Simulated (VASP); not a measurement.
Ir:

```xyz
1
Lattice="0.0000 1.9156 1.9156 1.9156 0.0000 1.9156 1.9156 1.9156 0.0000" Properties=species:S:1:pos:R:3 pbc="T T T"
Ir    0.0000    0.0000    0.0000
```

```yaml
Program: VASP 6.6.1
Task: relaxation of cell and atoms
Functional: BLYP
Potentials_or_basis: VASP PAW PBE potentials, release 64 (Ir)
Cutoff: 600 eV
k_mesh: 12 × 12 × 12
Occupations: fermi-dirac, width 0.05 eV
Spin: no spin polarisation
```

At the start: pressure 32.3 GPa; volume 14.06 Å³/atom.

Problem. How do energy, volume and symmetry change on relaxing?

Solution. Over 5 steps the energy falls by 118.7 meV/atom and the volume is 15.35 Å³/atom (+9.2 %); space group Fm-3m (No. 225, to 0.05 Å).

The path:
```csv
step,energy change (eV),largest force (eV/Å),pressure (GPa),volume (Å³)
1,0.0000,0.0000,32.27,14.06
2,0.7666,0.0000,-38.77,20.64
3,-0.1165,0.0000,-3.52,15.54
4,-0.1186,0.0000,-0.56,15.38
5,-0.1187,0.0000,0.01,15.35
```

Final structure:
```yaml
crystal:
  lattice:
    - [0.00000, 1.97242, 1.97242]
    - [1.97242, 0.00000, 1.97242]
    - [1.97242, 1.97242, 0.00000]
  atoms:
    - { symbol: Ir, position: [0.00000, 0.00000, 0.00000] }
```

Caveat: the PAW data sets were made with another functional, which shifts forces and pressure a little.
